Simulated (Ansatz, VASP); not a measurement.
**Na: VASP beside Ansatz**

```xyz
1
Lattice="-2.1599 2.1175 2.1175 2.1175 -2.1599 2.1175 2.1175 2.1175 -2.1599" Properties=species:S:1:pos:R:3 pbc="T T T"
Na    0.0000    0.0000    0.0000
```

Change from the starting cell: equal xy, yz and zx shear strains of -2 %, PAW files.

Alike in both runs: task electric field gradients; functional PBE; k mesh 12 × 12 × 12; occupations fermi-dirac, width 0.05 eV; no spin polarisation.

|  | VASP | Ansatz |
| --- | --- | --- |
| version | VASP 6.6.1 | Ansatz 0.2.0 |
| potentials or method | VASP PAW PBE potentials, release 64 (Na_pv) | PAW with Ansatz's default frozen-core files, scalar-relativistic |
| plane-wave cutoff (eV) | 520 | 420 |
| valence electrons in the cell | 7 | 9 |

```csv
,VASP,Ansatz,Ansatz less VASP
pressure (GPa),-0.2,-0.2,0.00
"traceless stress, the component that is largest in VASP (GPa)",0.09,0.09,-0.001
size of Vzz on the site where it differs most (V/Å²),0.5,0.5,+0.02
```

VASP's potentials hold 7 valence electrons a cell and Ansatz's 9, so a difference there can come from the potentials and not from the codes.
